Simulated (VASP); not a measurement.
Set up this calculation in VASP 6.6.1, as the native input.

```yaml
Task: electric field gradients
Functional: PBE
Potentials_or_basis: VASP PAW PBE potentials, release 64 (C)
Cutoff: 520 eV
k_mesh: 20 × 20 × 20
Occupations: fermi-dirac, width 0.08 eV
Spin: no spin polarisation
Dipole_correction: no
Further_INCAR_settings: ALGO = Normal; EDIFF = 1e-08; NBANDS = 11
```

The structure of C lies in POSCAR:

```
C
1.0
    0.0000000000      1.8183775075      1.8183775075
    1.8183775075      0.0000000000      1.8183775075
    1.8183775075      1.8183775075      0.0000000000
C
2
Direct
    0.5000000000      0.5000000000      0.5000000000
    0.7500000000      0.7500000000      0.7500000000
```

This cell differs from its parent crystal: volume scaled by 1.06.

The input as run:

INCAR

```
ALGO = Normal
EDIFF = 1E-8
ENCUT = 520
GGA = PE
ISIF = 2
ISMEAR = -1
LASPH = True
LCHARG = False
LEFG = True
LREAL = False
LWAVE = False
NBANDS = 11
NELM = 100
PREC = Accurate
SIGMA = 0.08
```

KPOINTS

```
k-points
0
Gamma
  20 20 20
```

Potentials or basis: VASP PAW PBE potentials, release 64 (C).

Run with:

```console
$ cat potpaw_PBE.64/C/POTCAR > POTCAR
$ mpirun -np 1 vasp_std > vasp.out
```

Results of the run:

```
Pressure               : -20.8 GPa
Band gap on the k mesh : 4.00 eV, indirect (least direct gap 5.43 eV)
```

Caveat: without QUAD_EFG the Cq values of the log hold for a quadrupole moment of 1 mb, not for the nuclei.

It took 26 s on 1 thread of Intel Xeon 6975P-C (shared host), peak memory 0.14 GiB.
